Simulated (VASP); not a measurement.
Crystal: MgO.

```
Mg O
1.0
     2.74822    0.00000    0.00000
     0.00000    2.74822    0.00000
     0.00000    0.00000    2.62335
Mg O
1 1
Cartesian
  0.0000 0.0000 0.0000
  1.3741 1.3741 1.3117
```

This cell differs from its parent crystal: biaxial xy strain +4.8%.

Base run:

```yaml
Program: VASP 6.6.1
Functional: r2SCAN
Potentials_or_basis: VASP PAW PBE potentials, release 64 (Mg, O)
Cutoff: 520 eV
k_mesh: 10 × 10 × 10
Occupations: gaussian, width 0.01 eV
Spin: no spin polarisation
```

Its results: band gap on the k mesh 2.23 eV, indirect (least direct gap 3.03 eV); pressure -12.8 GPa.

Question: The run is repeated on the same cell with these changes: functional from r2SCAN to PBE; occupations from gaussian, width 0.01 eV to fermi-dirac, width 0.02 eV. What comes out?

Answer: Band gap on the k mesh 1.45 eV, indirect (least direct gap 2.22 eV); pressure -6.8 GPa.

Caveats: the PAW data sets were made with another functional, which shifts forces and pressure a little (some runs).

A k mesh can miss the band edges.
